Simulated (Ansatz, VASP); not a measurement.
# One calculation of In, two programs

INCAR

```
PREC     = Accurate       # precision mode
ENCUT    = 520            # plane-wave cutoff, eV
EDIFF    = 1E-6           # SCF threshold, eV
ISMEAR   = -1             # smearing method
SIGMA    = 0.1            # smearing width, eV
LREAL    = F              # projectors in reciprocal space
LASPH    = T              # aspherical terms in the spheres
NELM     = 100            # most SCF steps
ALGO     = Normal         # electronic algorithm
ISIF     = 2              # what is computed and relaxed
LWAVE    = F              # write WAVECAR
LCHARG   = F              # write CHGCAR
GGA      = PE             # functional
NBANDS   = 26             # bands
```

KPOINTS

```
regular mesh
0
Gamma
  8 8 11
```

File POSCAR:

```
In
1.0
    5.3102707647      0.0000000000      0.0000000000
   -2.6551353824      4.5988293832      0.0000000000
    0.0000000000      0.0000000000      3.2923232638
In
3
Direct
    0.0000000000      1.0000000000      0.0000000000
    0.3333333333      0.6666666667      0.5000000000
    0.6666666667      0.3333333333      0.5000000000
```

Input for Ansatz:

```yaml
crystal:
  lattice:
    - [5.3102707647, 0.0, 0.0]
    - [-2.6551353824, 4.5988293832, 0.0]
    - [0.0, 0.0, 3.2923232638]
  atoms:
    - { symbol: In, position: [0.0, 1.0, 0.0] }
    - { symbol: In, position: [0.3333333333, 0.6666666667, 0.5] }
    - { symbol: In, position: [0.6666666667, 0.3333333333, 0.5] }
hamiltonian:
  xc: pbe
  pseudopotentials:
    kind: paw
    azcp:
      In: "pseudopotentials/In.paw.azcp"
basis:
  ecutwfc: 420
  fft_grid_basis: typed
kpoints:
  mp_grid: { grid: [8, 8, 11], shift: [0, 0, 0] }
magnetization:
  spin_polarized: false
scf:
  occupations: { method: fermi_dirac, width: 0.1 }
  lower_state_search: "off"
output:
  stress: true
```

Alike in both runs: task single point; functional PBE; k mesh 8 × 8 × 11; occupations fermi-dirac, width 0.1 eV; no spin polarisation.

```csv
,VASP,Ansatz
version,VASP 6.6.1,Ansatz 0.2.0
potentials or method,"VASP PAW PBE potentials, release 64 (In_d), cutoff 520 eV","plane waves (420 eV) with PAW, scalar-relativistic"
valence electrons in the cell,39,39
```

```csv
,VASP,Ansatz,Ansatz less VASP
pressure (GPa),1.6,1.6,+0.05
"traceless stress, the component that is largest in VASP (GPa)",-0.24,-0.24,-0.001
```

The functional is the same, so the differences come from potentials, cutoffs and numerics.
